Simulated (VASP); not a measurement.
# Ru (Fd-3m) in VASP: a series of runs

Runs on Ru. Level: PBE. Tasks: single point.

All numbers are computed with VASP 6.6.1; they aren't measurements. Logs are shortened: lines on timing, memory, paths and dates and some standing lists are left out, and cuts for length are marked.

### 1 The cell of the first run

It takes space group Fd-3m (No. 227, cubic). The conventional cell has a = 4.951 Å, b = 4.951 Å, c = 4.951 Å, α = 90.00°, β = 90.00°, γ = 90.00°. Ru (site symmetry -43m) has 4 Ru at 2.14 Å within 2.8 Å.

### 2 Single point, PBE

Input file INCAR:

```
ALGO = Normal ; EDIFF = 1E-6
ENCUT = 520 ; GGA = PE
ISIF = 2 ; ISMEAR = -1
LASPH = True ; LCHARG = True
LELF = True ; LREAL = False
LVHAR = True ; LWAVE = False
NBANDS = 21 ; NELM = 100
PREC = Accurate ; SIGMA = 0.08
```

Input file KPOINTS:

```
k-points
0
Gamma
  14 14 14
```

Input file POSCAR:

```
Ru
1.0
    0.0000000000      2.4753889985      2.4753889985
    2.4753889985      0.0000000000      2.4753889985
    2.4753889985      2.4753889985      0.0000000000
Ru
2
Direct
   -0.1250000000     -0.1250000000     -0.1250000000
    0.1250000000      0.1250000000      0.1250000000
```

Potentials or basis: VASP PAW PBE potentials, release 64 (Ru_pv).

Started as:

```console
$ cat potpaw_PBE.64/Ru_pv/POTCAR > POTCAR
$ mpirun -np 1 vasp_std > vasp.out
```

OUTCAR:

```text
EDIFF = 1E-6
   ENCUT = 520
   GGA = PE
   ISIF = 2
   ISMEAR = -1
   LASPH = True
   LREAL = False
   NELM = 100
   PREC = Accurate

 ion  position               nearest neighbor table
   1  0.875  0.875  0.875-   2 2.14   2 2.14   2 2.14   2 2.14
   2  0.125  0.125  0.125-   1 2.14   1 2.14   1 2.14   1 2.14

  LATTYP: Found a face centered cubic cell.
 ALAT       =     4.9507779970

  Lattice vectors:

 A1 = (   0.0000000000,   2.4753889985,   2.4753889985)
 A2 = (   2.4753889985,   0.0000000000,   2.4753889985)
 A3 = (   2.4753889985,   2.4753889985,   0.0000000000)

Analysis of symmetry for initial positions (statically):
=====================================================================
 Subroutine PRICEL returns:
 Original cell was already a primitive cell.

 Routine SETGRP: Setting up the symmetry group for a
 face centered cubic supercell.

 Subroutine GETGRP returns: Found 48 space group operations
 (whereof 12 operations were pure point group operations)
 out of a pool of 48 trial point group operations.

The static configuration has the point symmetry D_3d.
 The point group associated with its full space group is O_h .

Analysis of symmetry for dynamics (positions and initial velocities):
=====================================================================
 Subroutine PRICEL returns:
 Original cell was already a primitive cell.

 Routine SETGRP: Setting up the symmetry group for a
 face centered cubic supercell.

 Subroutine GETGRP returns: Found 48 space group operations
 (whereof 12 operations were pure point group operations)
 out of a pool of 48 trial point group operations.

The dynamic configuration has the point symmetry D_3d.
 The point group associated with its full space group is O_h .

 Subroutine INISYM returns: Found 48 space group operations
 (whereof 12 operations are pure point group operations),
 and found     1 'primitive' translations

----------------------------------------------------------------------------------------

                                     Primitive cell

  volume of cell :      30.3361

  direct lattice vectors                    reciprocal lattice vectors
     0.000000000  2.475388999  2.475388999    -0.201988455  0.201988455  0.201988455
     2.475388999  0.000000000  2.475388999     0.201988455 -0.201988455  0.201988455
     2.475388999  2.475388999  0.000000000     0.201988455  0.201988455 -0.201988455

  length of vectors
     3.500728694  3.500728694  3.500728694     0.349854267  0.349854267  0.349854267

  position of ions in fractional coordinates (direct lattice)
     0.875000000  0.875000000  0.875000000
     0.125000000  0.125000000  0.125000000

  ion indices of the primitive-cell ions
   primitive index   ion index
                 1           1
                 2           2

----------------------------------------------------------------------------------------

 KPOINTS: k-points

Automatic generation of k-mesh.
 Grid dimensions read from file:
 generate k-points for:   14   14   14

 Generating k-lattice:

  Cartesian coordinates                     Fractional coordinates (reciprocal lattice)
    -0.014427747  0.014427747  0.014427747     0.071428571  0.000000000  0.000000000
     0.014427747 -0.014427747  0.014427747     0.000000000  0.071428571  0.000000000
     0.014427747  0.014427747 -0.014427747     0.000000000  0.000000000  0.071428571

  Length of vectors
     0.024989591  0.024989591  0.024989591

  Shift w.r.t. Gamma in fractional coordinates (k-lattice)
     0.000000000  0.000000000  0.000000000

 Subroutine IBZKPT returns following result:
 ===========================================

 Found    104 irreducible k-points:

 Following reciprocal coordinates:
            Coordinates               Weight
  0.000000  0.000000  0.000000      1.000000
  0.071429  0.000000  0.000000      8.000000
  0.142857  0.000000  0.000000      8.000000
  0.214286  0.000000  0.000000      8.000000
  0.285714  0.000000  0.000000      8.000000
  0.357143  0.000000  0.000000      8.000000
[... 16 lines left out ...]
  0.214286  0.142857  0.000000     24.000000
  0.285714  0.142857  0.000000     24.000000
 [... further k-points ...]
   k-points           NKPTS =    104   k-points in BZ     NKDIM =    104   number of bands    NBANDS=     21
   number of dos      NEDOS =    301   number of ions     NIONS =      2
   total plane-waves  NPLWV =  21952
   dimension x,y,z NGX =    28 NGY =   28 NGZ =   28
   dimension x,y,z NGXF=    56 NGYF=   56 NGZF=   56
   ions per type =               2
   NGX,Y,Z   is equivalent  to a cutoff of  13.30, 13.30, 13.30 a.u.
   NGXF,Y,Z  is equivalent  to a cutoff of  26.59, 26.59, 26.59 a.u.
 SYSTEM =  unknown system
   PREC   = accura    normal or accurate (medium, high low for compatibility)
   ISTART =      0    job   : 0-new  1-cont  2-samecut
   ICHARG =      2    charge: 1-file 2-atom 10-const
   ISPIN  =      1    spin polarized calculation?
   LNONCOLLINEAR =      F non collinear calculations
   LSORBIT =      F    spin-orbit coupling
   LASPH  =      T    aspherical Exc in radial PAW
   ENCUT  =  520.0 eV  38.22 Ry    6.18 a.u.   6.51  6.51  6.51*2*pi/ulx,y,z
   NELM   =    100;   NELMIN=  2; NELMDL= -5     # of ELM steps
   EDIFF  = 0.1E-05   stopping-criterion for ELM
   LREAL  =      F    real-space projection
[... 7 lines left out ...]
   TEBEG  =    0.0;   TEEND  =   0.0 temperature during run
   PSTRESS=    0.0 pullay stress
   NELECT =      28.0000    total number of electrons
   NUPDOWN=      -1.0000    fix difference up-down
   EMIN   =  10.00;   EMAX   =-10.00  energy-range for DOS
   EFERMI =   0.00;   METHOD = LEGACY
   ISMEAR =    -1;   SIGMA  =   0.08  broadening in eV -4-tet -1-fermi 0-gaus
   EFERMI_NEDOS =   21; number of points for ismear=-14 and -15
   IALGO  =     38    algorithm
   IMIX   =      4    mixing-type and parameters
     AMIX     =   0.40;   BMIX     =  1.00
     AMIX_MAG =   1.60;   BMIX_MAG =  1.00
  volume/ion in A,a.u.               =      15.17       102.36
  Fermi-wavevector in a.u.,A,eV,Ry     =   1.593948  3.012124 34.567902  2.540669
  Thomas-Fermi vector in A             =   2.692098
   LORBIT       =      0    0 simple, 1 ext, 2 COOP (PROOUT), +10 PAW based schemes
   GGA     = PE    functional components
   LHFCALC =     F    Hartree Fock is set to
   AEXX    =    0.0000 exact exchange contribution
   IVDW    =     0    specifies the selected vdW correction
   LEPSILON=     F    determine dielectric tensor
   LRPA    =     F    only Hartree local field effects (RPA)
 non-spin polarized calculation
  energy-cutoff  :      520.00
  volume of cell :       30.34
 maximum number of plane-waves:       869
 NGX is ok and might be reduce to    28
   NGX = 13   NGY = 13   NGZ = 13

 number of electron      27.9999998 magnetization

 Free energy of the ion-electron system (eV)
  ---------------------------------------------------
  ext. energy  EPLUGINS =         0.00000000
  ---------------------------------------------------
  free energy    TOTEN  =       -13.77448113 eV

  energy without entropy =      -13.74743356  energy(sigma->0) =      -13.76095735

 E-fermi :  11.2683     XC(G=0): -12.9761

 val. band max:       11.2575415414   @ k =  -0.4286   0.1429   0.0714
 cond. band min:      11.2867617465   @ k =   0.2143   0.2143   0.0000
 fundamental gap:      0.0292202051
 Fermi energy:        11.2682921519

 k-point     1 :       0.0000    0.0000    0.0000
  band No.  band energies     occupation
      1     -32.9199      2.00000
      2     -32.9199      2.00000
      3     -32.9199      2.00000
      4     -31.0647      2.00000
      5     -31.0647      2.00000
      6     -31.0647      2.00000
[... 13 lines left out ...]
     20      24.5793      0.00000
     21      25.1549      0.00000

 k-point     2 :       0.0714    0.0000    0.0000
  band No.  band energies     occupation
      1     -32.9323      2.00000
      2     -32.9323      2.00000
      3     -32.9196      2.00000
      4     -31.0642      2.00000
      5     -31.0507      2.00000
      6     -31.0507      2.00000
[... 13 lines left out ...]
     20      23.6948      0.00000
     21      25.1997      0.00000

 k-point     3 :       0.1429    0.0000    0.0000
  band No.  band energies     occupation
      1     -32.9659      2.00000
      2     -32.9659      2.00000
      3     -32.9192      2.00000
      4     -31.0624      2.00000
      5     -31.0125      2.00000
      6     -31.0125      2.00000
[... 13 lines left out ...]
     20      22.8063      0.00000
     21      25.3222      0.00000

 k-point     4 :       0.2143    0.0000    0.0000
  band No.  band energies     occupation
      1     -33.0123      2.00000
      2     -33.0123      2.00000
      3     -32.9198      2.00000
      4     -31.0584      2.00000
      5     -30.9596      2.00000
      6     -30.9596      2.00000
[... 13 lines left out ...]
     20      22.0199      0.00000
     21      23.6403      0.00000

 k-point     5 :       0.2857    0.0000    0.0000
  band No.  band energies     occupation
      1     -33.0612      2.00000
      2     -33.0612      2.00000
      3     -32.9218      2.00000
      4     -31.0521      2.00000
      5     -30.9036      2.00000
      6     -30.9036      2.00000
[... 13 lines left out ...]
     20      22.0189      0.00000
     21      22.7982      0.00000

 k-point     6 :       0.3571    0.0000    0.0000
  band No.  band energies     occupation
      1     -33.1031      2.00000
      2     -33.1031      2.00000
      3     -32.9251      2.00000
      4     -31.0447      2.00000
      5     -30.8552      2.00000
      6     -30.8552      2.00000
[... 13 lines left out ...]
     20      22.0189      0.00000
     21      22.5229      0.00000

 k-point     7 :       0.4286    0.0000    0.0000
  band No.  band energies     occupation
      1     -33.1311      2.00000
      2     -33.1311      2.00000
      3     -32.9280      2.00000
      4     -31.0387      2.00000
      5     -30.8227      2.00000
      6     -30.8227      2.00000
[... 13 lines left out ...]
     20      22.0190      0.00000
     21      22.4236      0.00000
[... 291 lines left out ...]
      1     -33.0306      2.00000
      2     -32.9733      2.00000
      3     -32.8905      2.00000
      4     -31.0903      2.00000
      5     -31.0037      2.00000
      6     -30.9421      2.00000
[... 13 lines left out ...]
     20      22.4818      0.00000
     21      24.2734      0.00000

 k-point    21 :      -0.0714    0.0714    0.0000
  band No.  band energies     occupation
      1     -32.9741      2.00000
      2     -32.9418      2.00000
      3     -32.9058      2.00000
      4     -31.0776      2.00000
      5     -31.0397      2.00000
      6     -31.0044      2.00000
[... 13 lines left out ...]
     20      23.1529      0.00000
     21      24.9814      0.00000

 k-point    22 :       0.1429    0.1429    0.0000
  band No.  band energies     occupation
      1     -33.0200      2.00000
      2     -33.0200      2.00000
      3     -32.8279      2.00000
      4     -31.1617      2.00000
      5     -30.9519      2.00000
      6     -30.9519      2.00000
[... 13 lines left out ...]
     20      22.6888      0.00000
     21      24.5003      0.00000

 k-point    23 :       0.2143    0.1429    0.0000
  band No.  band energies     occupation
      1     -33.0691      2.00000
      2     -33.0679      2.00000
      3     -32.7870      2.00000
      4     -31.2028      2.00000
      5     -30.8974      2.00000
      6     -30.8970      2.00000
[... 13 lines left out ...]
     20      22.2678      0.00000
     21      23.5771      0.00000

 k-point    24 :       0.2857    0.1429    0.0000
  band No.  band energies     occupation
      1     -33.1267      2.00000
      2     -33.1162      2.00000
      3     -32.7525      2.00000
      4     -31.2333      2.00000
      5     -30.8417      2.00000
      6     -30.8345      2.00000
[... 13 lines left out ...]
     20      22.0199      0.00000
     21      22.6613      0.00000

 [... further k-points ...]

------------------------ aborting loop because EDIFF is reached ----------------------------------------

  FORCE on cell =-STRESS in cart. coord.  units (eV):
  Direction    XX          YY          ZZ          XY          YZ          ZX
  --------------------------------------------------------------------------------------
  -------------------------------------------------------------------------------------
  Total       18.0996299     18.0996299     18.0996299     -0.0000000     -0.0000000     -0.0000000
  in kB      955.9163996    955.9163996    955.9163996     -0.0000000     -0.0000000     -0.0000000
  external PRESSURE =     955.9163996 kB  Pullay stress =       0.0000000 kB

 VOLUME and BASIS-vectors are now :
 -----------------------------------------------------------------------------
  energy-cutoff  :      520.00
  volume of cell :       30.34
      direct lattice vectors                 reciprocal lattice vectors
     0.000000000  2.475388999  2.475388999    -0.201988455  0.201988455  0.201988455
     2.475388999  0.000000000  2.475388999     0.201988455 -0.201988455  0.201988455
     2.475388999  2.475388999  0.000000000     0.201988455  0.201988455 -0.201988455

 POSITION                                       TOTAL-FORCE (eV/Angst)
 -----------------------------------------------------------------------------------
      4.33193      4.33193      4.33193        -0.000000      0.000000     -0.000000
      0.61885      0.61885      0.61885         0.000000     -0.000000      0.000000
 -----------------------------------------------------------------------------------
    total drift:                                0.000000     -0.000000     -0.000000

  FREE ENERGIE OF THE ION-ELECTRON SYSTEM (eV)
  ---------------------------------------------------
  free  energy   TOTEN  =       -13.7744811326 eV

  energy  without entropy=      -13.7474335594  energy(sigma->0) =      -13.76095735
```

It took 45 s on 1 thread of Intel Xeon Platinum 8488C (Sapphire Rapids), shared host; peak memory 0.19 GiB.

Results:

```
Free energy            : -13.7745 eV
Pressure               : 95.6 GPa
Band gap on the k mesh : zero (band 14 reaches 11.85 eV, above the bottom of band 15 at 10.62 eV)
```

### 3 Single point, PBE

Input file INCAR:

```
PREC = Accurate
ENCUT = 520
EDIFF = 1E-6
ISMEAR = -1
SIGMA = 0.08
LREAL = False
LASPH = True
NELM = 100
ALGO = Normal
ISIF = 2
LWAVE = False
LCHARG = True
GGA = PE
LELF = True
LVHAR = True
NBANDS = 21
```

Input file KPOINTS:

```
regular mesh
0
Gamma
  14 14 14
```

Input file POSCAR:

```
Ru
1.0
    0.0000000000      2.4755493050      2.4755493050
    2.4755493050      0.0000000000      2.4755493050
    2.4755493050      2.4755493050      0.0000000000
Ru
2
Direct
   -0.1250000000     -0.1250000000     -0.1250000000
    0.1250000000      0.1250000000      0.1250000000
```

Potentials or basis: VASP PAW PBE potentials, release 64 (Ru_pv).

Started as:

```console
$ cat potpaw_PBE.64/Ru_pv/POTCAR > POTCAR
$ mpirun -np 1 vasp_std > vasp.out
```

Wall time 50 s (1 thread of Intel Xeon Platinum 8488C (Sapphire Rapids), shared host); peak memory 0.19 GiB.

The run converged. Its results:

```yaml
Free_energy: -13.7780 eV
Pressure: 95.5 GPa
Band_gap_on_the_k_mesh: zero (band 14 reaches 11.85 eV, above the bottom of band 15 at 10.61 eV)
```

Levels at points of the mesh, in eV from the Fermi level:
| k point | band 11 | band 12 | band 13 | band 14 | band 15 | band 16 | band 17 | band 18 |
| --- | --- | --- | --- | --- | --- | --- | --- | --- |
| (0.00, 0.00, 0.00) | -4.27 | -4.27 | -0.56 | -0.56 | -0.56 | 2.94 | 2.94 | 10.75 |
| (0.50, 0.00, 0.00) | -4.83 | -3.91 | -0.52 | 0.50 | 0.50 | 2.16 | 2.16 | 4.27 |
| (0.50, 0.50, 0.00) | -2.02 | -2.02 | -1.22 | -1.22 | 2.53 | 2.53 | 4.40 | 4.40 |
